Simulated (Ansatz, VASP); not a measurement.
# Hf: VASP beside Ansatz

Contents of POSCAR:

```
Hf
1.0
   -1.7806051177      1.7806051177      1.7806051177
    1.7806051177     -1.7806051177      1.7806051177
    1.7806051177      1.7806051177     -1.7806051177
Hf
1
Direct
    0.0000000000      0.0000000000      0.0000000000
```

File INCAR.step1:

```
ALGO = Normal
EDIFF = 1E-5
ENCUT = 440
GGA = PE
GGA_COMPAT = F
ISMEAR = -1
LASPH = T
LCHARG = F
LREAL = F
LWAVE = T
NBANDS = 11
NELM = 120
PREC = Accurate
SIGMA = 0.08
```

File INCAR.step2:

```
ALGO = Normal
EDIFF = 1E-8
ENCUT = 440
GGA_COMPAT = F
ISIF = 2
ISMEAR = -1
ISTART = 1
LASPH = T
LCHARG = F
LEFG = T
LMIXTAU = T
LREAL = F
LWAVE = F
METAGGA = R2SCAN
NBANDS = 11
NELM = 120
PREC = Accurate
SIGMA = 0.08
```

File KPOINTS:

```
k-points
0
Gamma
  16 16 16
```

Input for Ansatz:

```yaml
crystal:
  lattice:
    - [-1.7806051177, 1.7806051177, 1.7806051177]
    - [1.7806051177, -1.7806051177, 1.7806051177]
    - [1.7806051177, 1.7806051177, -1.7806051177]
  atoms:
    - { symbol: Hf, position: [0.0, 0.0, 0.0] }
kpoints:
  mp_grid: { grid: [16, 16, 16] }
scf:
  occupations: { method: fermi_dirac, width: 0.08 }
hamiltonian:
  xc: r2scan
  pseudopotentials: { kind: paw }
output:
  forces: true
  stress: true
  eigenvalues: true
  efg: { contact_densities: true }
```

Change from the starting cell: functional r2scan, volume scaled by 0.96, PAW files.

Alike in both runs: task electric field gradients; functional r2SCAN; k mesh 16 × 16 × 16; occupations fermi-dirac, width 0.08 eV; no spin polarisation.

|  | VASP | Ansatz |
| --- | --- | --- |
| version | VASP 6.6.1 | Ansatz 0.2.0 |
| potentials or method | VASP PAW PBE potentials, release 64 (Hf_pv) | PAW with Ansatz's default frozen-core files, scalar-relativistic |
| plane-wave cutoff (eV) | 440 | 500 |
| valence electrons in the cell | 10 | 26 |

```csv
,VASP,Ansatz,Ansatz less VASP
pressure (GPa),-2.1,-1.7,+0.45
```

VASP's potentials were made for PBE, not for r2SCAN. With one functional, cell and mesh, what is left measures potentials, basis and numerics. VASP's potentials hold 10 valence electrons a cell and Ansatz's 26, so a difference there can come from the potentials and not from the codes.

Neither program's run includes spin-orbit coupling.
